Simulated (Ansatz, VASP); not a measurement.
# H2O: VASP beside Ansatz

```
CELL_PARAMETERS angstrom
6.50949 0.00000 0.00000
0.00000 5.25642 0.00000
0.00000 0.00000 24.57695
ATOMIC_POSITIONS crystal
O 0.74292 0.73736 0.65741
H 0.74722 0.91508 0.63605
H 0.86285 0.73395 0.68085
```

Alike in both runs: task single point; functional PBE; dispersion D3(BJ); k mesh 3 × 3 × 1; occupations gaussian, width 0.05 eV; no spin polarisation.

```csv
,VASP,Ansatz
version,VASP 6.6.1,Ansatz 0.2.0
potentials or method,"VASP PAW PBE potentials, release 64 (O, H), cutoff 520 eV","scalar-relativistic, plane waves, PAW"
valence electrons in the cell,8,8
```

VASP gave:

| Quantity | Value |
| --- | --- |
| gap on the k mesh at the Fermi level (eV) | 5.43 |
| rms of the force components (eV/Å) | 1.620 |

What did Ansatz give for the same quantities?

gap on the k mesh at the Fermi level (eV): 5.45; rms of the force components (eV/Å): 1.640.

Atom by atom the forces differ by 0.055 eV/Å (rms over components).
